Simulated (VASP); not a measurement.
# GdN (P-6m2) in VASP: further runs, part 2 of 3

VASP 6.6.1. Earlier steps stand in the parts before.

### 4 Single point, r2SCAN, collinear spin, ferromagnetic start (16.37 Å³/atom)

This run uses another cell than the first one, of 16.37 Å³/atom.

The input, POSCAR:

```
GdN
1.0
    3.4690562650      0.0000000000      0.0000000000
   -1.7345281325      3.0042908526      0.0000000000
    0.0000000000      0.0000000000      3.1412418264
Gd N
1 1
Direct
    0.0000000000      0.0000000000      0.0000000000
    0.6666666667      0.3333333333      0.5000000000
```

The input, INCAR.step1:

```
PREC     = Accurate       # precision mode
ENCUT    = 520            # plane-wave cutoff, eV
ISMEAR   = 0              # smearing method
SIGMA    = 0.05           # smearing width, eV
LREAL    = False          # projectors in reciprocal space
LASPH    = True           # aspherical terms in the spheres
NELM     = 150            # most SCF steps
ISPIN    = 2              # spin polarisation
MAGMOM   = 7.63 0         # initial moments
LMAXMIX  = 6              # l up to which the mixer works
NBANDS   = 22             # bands
GGA      = PE             # functional
ALGO     = Normal         # electronic algorithm
EDIFF    = 1E-4           # SCF threshold, eV
LWAVE    = True           # write WAVECAR
LCHARG   = False          # write CHGCAR
```

The input, INCAR.step2:

```
PREC     = Accurate       # precision mode
ENCUT    = 520            # plane-wave cutoff, eV
EDIFF    = 1E-6           # SCF threshold, eV
ISMEAR   = 0              # smearing method
SIGMA    = 0.05           # smearing width, eV
LREAL    = False          # projectors in reciprocal space
LASPH    = True           # aspherical terms in the spheres
NELM     = 150            # most SCF steps
ALGO     = Normal         # electronic algorithm
ISIF     = 2              # what is computed and relaxed
LWAVE    = False          # write WAVECAR
LCHARG   = False          # write CHGCAR
ISPIN    = 2              # spin polarisation
MAGMOM   = 7.63 0         # initial moments
LORBIT   = 11             # projections on sites
LMAXMIX  = 6              # l up to which the mixer works
METAGGA  = R2SCAN         # meta-GGA
LMIXTAU  = True         
NBANDS   = 22             # bands
ISTART   = 1
```

The input, KPOINTS:

```
Automatic mesh
0
Gamma
  12 12 12
```

Potentials or basis: VASP PAW PBE potentials, release 64 (Gd, N).

Started as:

```
> cat potpaw_PBE.64/Gd/POTCAR potpaw_PBE.64/N/POTCAR > POTCAR
> cp INCAR.step1 INCAR
> mpirun -np 1 vasp_std > vasp.out
> cp INCAR.step2 INCAR
> mpirun -np 1 vasp_std > vasp.out
```

OUTCAR:

```text
PREC = Accurate
   ENCUT = 520
   EDIFF = 1E-6
   ISMEAR = 0
   LREAL = False
   LASPH = True
   NELM = 150
   ISIF = 2
   ISPIN = 2
   LORBIT = 11
   METAGGA = R2SCAN
   ISTART = 1

 ion  position               nearest neighbor table
   1  0.000  0.000  0.000-   2 2.55   2 2.55   2 2.55   2 2.55   2 2.55   2 2.55
   2  0.667  0.333  0.500-   1 2.55   1 2.55   1 2.55   1 2.55   1 2.55   1 2.55

  LATTYP: Found a hexagonal cell.
 ALAT       =     3.4690562650
 C/A-ratio  =     0.9055032800

  Lattice vectors:

 A1 = (   3.4690562650,   0.0000000000,   0.0000000000)
 A2 = (  -1.7345281325,   3.0042908526,   0.0000000000)
 A3 = (   0.0000000000,   0.0000000000,   3.1412418264)

Analysis of symmetry for initial positions (statically):
=====================================================================
 Subroutine PRICEL returns:
 Original cell was already a primitive cell.

 Routine SETGRP: Setting up the symmetry group for a
 hexagonal supercell.

 Subroutine GETGRP returns: Found 12 space group operations
 (whereof 12 operations were pure point group operations)
 out of a pool of 24 trial point group operations.

The static configuration has the point symmetry D_3h.

Analysis of symmetry for dynamics (positions and initial velocities):
=====================================================================
 Subroutine PRICEL returns:
 Original cell was already a primitive cell.

 Routine SETGRP: Setting up the symmetry group for a
 hexagonal supercell.

 Subroutine GETGRP returns: Found 12 space group operations
 (whereof 12 operations were pure point group operations)
 out of a pool of 24 trial point group operations.

The dynamic configuration has the point symmetry D_3h.

Analysis of structural, dynamic, and magnetic symmetry:
=====================================================================
 Subroutine PRICEL returns:
 Original cell was already a primitive cell.
[... 151 lines left out ...]
  ext. energy  EPLUGINS =         0.00000000
  ---------------------------------------------------
  free energy    TOTEN  =       -52.94977483 eV

  energy without entropy =      -52.94974167  energy(sigma->0) =      -52.94975825

 E-fermi :   3.8594     XC(G=0): -11.8964

 val. band max:        3.8073128106   @ k =   0.0833   0.0833   0.0000
 cond. band min:       3.9114859380   @ k =   0.0833   0.0833   0.0000
 fundamental gap:      0.1041731273
 Fermi energy:         3.8593924612

 spin component 1

 k-point     1 :       0.0000    0.0000    0.0000
  band No.  band energies     occupation
      1     -42.4143      1.00000
      2     -18.7776      1.00000
      3     -18.7775      1.00000
      4     -18.5204      1.00000
      5     -10.0431      1.00000
      6      -0.8489      1.00000
[... 589 lines left out ...]
     21      11.5487      0.00000
     22      17.0192      0.00000

 [... further k-points ...]

 spin component 2

 k-point     1 :       0.0000    0.0000    0.0000
  band No.  band energies     occupation
      1     -38.7044      1.00000
      2     -16.1742      1.00000
      3     -16.1742      1.00000
      4     -15.8727      1.00000
      5     -10.0711      1.00000
      6       2.1474      1.00000
[... 589 lines left out ...]
     21      12.5653      0.00000
     22      18.0341      0.00000

 [... further k-points ...]

------------------------ aborting loop because EDIFF is reached ----------------------------------------

  FORCE on cell =-STRESS in cart. coord.  units (eV):
  Direction    XX          YY          ZZ          XY          YZ          ZX
  --------------------------------------------------------------------------------------
  -------------------------------------------------------------------------------------
  Total       -1.7821671     -1.7821671     -1.7635910      0.0000000     -0.0000000      0.0000000
  in kB      -87.2176386    -87.2176386    -86.3085386      0.0000000     -0.0000000      0.0000000
  external PRESSURE =     -86.9146052 kB  Pullay stress =       0.0000000 kB

 VOLUME and BASIS-vectors are now :
 -----------------------------------------------------------------------------
  energy-cutoff  :      520.00
  volume of cell :       32.74
      direct lattice vectors                 reciprocal lattice vectors
     3.469056265  0.000000000  0.000000000     0.288262837  0.166428626  0.000000000
    -1.734528132  3.004290853  0.000000000     0.000000000  0.332857253  0.000000000
     0.000000000  0.000000000  3.141241826     0.000000000  0.000000000  0.318345436

 POSITION                                       TOTAL-FORCE (eV/Angst)
 -----------------------------------------------------------------------------------
      0.00000      0.00000      0.00000         0.000000      0.000000      0.000000
      1.73453      1.00143      1.57062        -0.000000      0.000000      0.000000
 -----------------------------------------------------------------------------------
    total drift:                               -0.000000      0.000000      0.000000

  FREE ENERGIE OF THE ION-ELECTRON SYSTEM (eV)
  ---------------------------------------------------
  free  energy   TOTEN  =       -52.9497748294 eV

  energy  without entropy=      -52.9497416665  energy(sigma->0) =      -52.94975825

 total charge

# of ion       s       p       d       f       tot
--------------------------------------------------
    1        2.042   5.660   0.515   6.996  15.213
    2        1.248   2.390   0.000   0.000   3.638
--------------------------------------------------
tot          3.290   8.050   0.515   6.996  18.851

 magnetization (x)

# of ion       s       p       d       f       tot
--------------------------------------------------
    1       -0.008  -0.129   0.083   6.843   6.789
    2       -0.008  -0.086   0.000   0.000  -0.094
--------------------------------------------------
tot         -0.016  -0.215   0.083   6.843   6.695
```

OUTCAR.step1:

```text
PREC = Accurate
   ENCUT = 520
   ISMEAR = 0
   LREAL = False
   LASPH = True
[... 1444 lines left out ...]
      0.00000      0.00000      0.00000        -0.000000      0.000000      0.000000
      1.73453      1.00143      1.57062         0.000000      0.000000      0.000000
 -----------------------------------------------------------------------------------
    total drift:                               -0.000002      0.000001      0.000000

  FREE ENERGIE OF THE ION-ELECTRON SYSTEM (eV)
  ---------------------------------------------------
  free  energy   TOTEN  =       -22.3607743042 eV

  energy  without entropy=      -22.3606695470  energy(sigma->0) =      -22.36072193
```

It took 6.2 min on 1 thread of Intel Xeon 6975P-C (Granite Rapids), shared host; peak memory 0.3 GiB.

Results:

- Free energy: -52.9498 eV
- Pressure: -8.7 GPa
- Band gap on the k mesh: 0.10 eV
- Net moment: 7.00 μB per cell
- Site moments: Gd +6.79; N -0.09 μB
- Valence electrons inside the program's atomic spheres: Gd 15.21; N 3.64

Stress tensor (GPa, compression positive):
```
-8.72  0.00  0.00
 0.00 -8.72  0.00
 0.00  0.00 -8.63
```

Levels at points of the mesh, in eV from the valence-band top:
Spin up:
```tsv
k point	band 11	band 12	band 13	band 14	band 15	band 16	band 17	band 18	band 19	band 20
(0.00, 0.00, 0.00)	-4.51	-4.47	-1.71	-1.71	-0.21	0.31	2.80	5.73	5.73	6.83
(0.50, 0.00, 0.00)	-4.46	-4.42	-3.70	-1.09	-0.47	0.21	5.11	6.13	6.88	7.27
(0.00, 0.00, 0.50)	-4.43	-4.43	-4.15	-0.95	-0.95	2.98	2.98	5.00	5.10	5.10
(0.50, 0.00, 0.50)	-4.48	-4.43	-3.17	-2.39	-2.32	2.68	5.31	7.08	7.97	8.42
```
Spin down:
```tsv
k point	band 4	band 5	band 6	band 7	band 8	band 9	band 10	band 11	band 12	band 13
(0.00, 0.00, 0.00)	-19.68	-13.88	-1.66	-1.66	-0.25	0.69	1.81	2.53	2.53	2.63
(0.50, 0.00, 0.00)	-19.53	-12.62	-3.46	-1.31	-0.85	1.08	2.35	2.40	2.66	2.73
(0.00, 0.00, 0.50)	-19.81	-12.08	-4.15	-1.37	-1.37	2.08	2.38	2.76	2.81	2.81
(0.50, 0.00, 0.50)	-20.02	-13.14	-2.93	-2.32	-2.30	2.45	2.45	2.46	2.64	2.69
```

Caveat: the cell stands under tension; the PAW data sets were made with another functional, which shifts forces and pressure a little; spin-orbit coupling is left out, which moves the levels of the heavy elements; a cell with one magnetic atom can't hold antiferromagnetic order, which such compounds often take; semilocal functionals describe open f shells poorly, which spoils levels, moments and volumes. A k mesh can miss the band edges.

[end of part 2 of 3]
